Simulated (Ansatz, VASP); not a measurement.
# Ti2Hg: VASP beside Ansatz

```
Ti Hg
1.0
     0.00000    2.95148    2.95148
     2.95148    0.00000    2.95148
     2.95148    2.95148    0.00000
Ti Hg
2 1
Direct
  0.75000 0.75000 0.75000
  0.50000 0.50000 0.50000
  0.00000 0.00000 0.00000
```

Change from the starting cell: species swapped into the Cu2Se type (F-43m, No. 216).

Alike in both runs: task single point; functional PBE; k mesh 6 × 6 × 6; occupations gaussian, width 0.1 eV; no spin polarisation.

|  | VASP | Ansatz |
| --- | --- | --- |
| version | VASP 6.6.1 | Ansatz 0.2.0 |
| potentials or method | VASP PAW PBE potentials, release 64 (Ti_sv, Hg), cutoff 520 eV | scalar-relativistic, plane waves, PAW |
| valence electrons in the cell | 36 | 44 |

```csv
,VASP,Ansatz,Ansatz less VASP
gap on the k mesh at the Fermi level (eV),none,none,-
pressure (GPa),26.6,26.2,-0.40
```

A gap of «none» marks a metal or a gap that the smearing closes. VASP's potentials hold 36 valence electrons a cell and Ansatz's 44, so a difference there can come from the potentials and not from the codes.

Spin-orbit coupling is off throughout.
